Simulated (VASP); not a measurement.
Runs of VASP 6.6.1 on P. The structure is orthorhombic, space group Cmce (No. 64). The conventional cell has a = 3.320 Å, b = 11.230 Å, c = 4.544 Å, α = 90.00°, β = 90.00°, γ = 90.00°. P (site symmetry m) has 3 P at 2.23 to 2.26 Å within 3.0 Å. 

| k mesh | smearing | gap on the mesh (eV) | pressure (GPa) | largest force (eV/Å) |
| --- | --- | --- | --- | --- |
| 10 × 10 × 7 | methfessel-paxton 1 eV | 0.14 | (a) | 0.06 |
| 10 × 10 × 7 | methfessel-paxton 0.6 eV | - | -0.4 | (b) |
| 10 × 10 × 7 | methfessel-paxton 0.3 eV | - | -0.4 | 0.05 |
| 5 × 5 × 4 | fermi-dirac 0.1 eV | 0.44 | -0.3 | 0.05 |
| 11 × 11 × 8 | fermi-dirac 0.05 eV | 0.21 | -0.4 | 0.06 |
| 10 × 10 × 7 | methfessel-paxton 0.2 eV | 0.14 | -0.4 | 0.05 |

Alike in all rows: task single point; level PBE; potentials or basis VASP PAW PBE potentials, release 64 (P); no spin polarisation; cell as given; cutoff (eV) 520.

Q: Fill in the values left out.

A: (a) -0.6; (b) 0.04.

A k mesh can miss the band edges.
